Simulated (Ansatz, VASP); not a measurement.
**Sr: VASP beside Ansatz**

```
CELL_PARAMETERS angstrom
0.00000 3.01317 3.01317
3.01317 0.00000 3.01317
3.01317 3.01317 0.00000
ATOMIC_POSITIONS crystal
Sr 0.00000 0.00000 0.00000
```

Alike in both runs: functional PBE; k mesh 12 × 12 × 12; occupations gaussian, width 0.1 eV; no spin polarisation.

Ansatz relaxed the structure, and its values are those at the end. VASP's run is a single point on that final structure, the one shown.

|  | VASP | Ansatz |
| --- | --- | --- |
| version | VASP 6.6.1 | Ansatz 0.2.0 |
| potentials or method | VASP PAW PBE potentials, release 64 (Sr_sv), cutoff 520 eV | scalar-relativistic, plane waves, PAW |
| valence electrons in the cell | 10 | 10 |

|  | VASP | Ansatz | Ansatz less VASP |
| --- | --- | --- | --- |
| gap on the k mesh at the Fermi level (eV) | none | none | - |
| pressure (GPa) | 0.0 | 0.0 | 0.00 |

A gap of «none» marks a metal or a gap that the smearing closes.
